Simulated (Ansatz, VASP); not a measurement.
## Two plane-wave programs on KMgF3

Contents of INCAR:

```
SYSTEM = KMgF3
  ALGO = Normal
  EDIFF = 1E-6
  EDIFFG = -0.01
  ENCUT = 600
  GGA = PS
  IBRION = 2
  ISIF = 3
  ISMEAR = -1
  IVDW = 12
  LASPH = .TRUE.
  LCHARG = .FALSE.
  LREAL = .FALSE.
  LWAVE = .FALSE.
  NELM = 100
  NSW = 60
  PREC = Accurate
  SIGMA = 0.05
```

KPOINTS

```
k-points
0
G
  7 7 7
  0 0 0
```

POSCAR

```
KMgF3
1.0
    3.9859000000      0.0000000000      0.0000000000
    0.0000000000      3.9859000000      0.0000000000
    0.0000000000      0.0000000000      3.9859000000
K Mg F
1 1 3
Direct
    0.5000000000      0.5000000000      0.5000000000
    0.0000000000      0.0000000000      0.0000000000
    0.0000000000      0.0000000000      0.5000000000
    0.0000000000      0.5000000000      0.0000000000
    0.5000000000      0.0000000000      0.0000000000
```

File input.yaml:

```yaml
crystal:
  lattice:
    - [3.9859, 0.0, 0.0]
    - [0.0, 3.9859, 0.0]
    - [0.0, 0.0, 3.9859]
  atoms:
    - { symbol: K, position: [0.5, 0.5, 0.5] }
    - { symbol: Mg, position: [0.0, 0.0, 0.0] }
    - { symbol: F, position: [0.0, 0.0, 0.5] }
    - { symbol: F, position: [0.0, 0.5, 0.0] }
    - { symbol: F, position: [0.5, 0.0, 0.0] }
hamiltonian:
  xc: pbesol
  pseudopotentials: { kind: paw }
  dispersion: d3bj
kpoints:
  mp_grid: { grid: [7, 7, 7] }
scf:
  occupations: { method: fermi_dirac, width: 0.05 }
output:
  forces: true
  stress: true
  eigenvalues: true
relax:
  f_tol: 0.01
  max_steps: 40
  cell: { stress_tol: 0.05 }
```

Alike in both runs: task relaxation of cell and atoms; functional PBEsol; dispersion D3(BJ); k mesh 7 × 7 × 7; occupations fermi-dirac, width 0.05 eV; no spin polarisation.

|  | VASP | Ansatz |
| --- | --- | --- |
| version | VASP 6.6.1 | Ansatz 0.2.0 |
| potentials or method | VASP PAW PBE potentials, release 64 (K_sv, Mg, F) | Ansatz PAW |
| plane-wave cutoff (eV) | 600 | 420 |
| valence electrons in the cell | 32 | 40 |

```csv
,VASP,Ansatz,Ansatz less VASP
"gap on the k mesh at the Fermi level, each at its own relaxed structure (eV)",7.38,7.35,-0.027
relaxed volume (Å³/atom),12.30,12.38,+0.077
relaxed length of the cell vector where the two differ most in proportion (Å),3.947,3.956,+0.0082
```

VASP's potentials were made for PBE, not for PBEsol. VASP's potentials hold 32 valence electrons a cell and Ansatz's 40, so a difference there can come from the potentials and not from the codes.

Noted on Ansatz's run: odd divisions of the mesh miss points on the zone boundary, where band edges often lie, so the gap on the mesh can be too wide; the plane-wave basis is chosen anew once the cell has moved, so the energies of steps on either side of that aren't comparable.
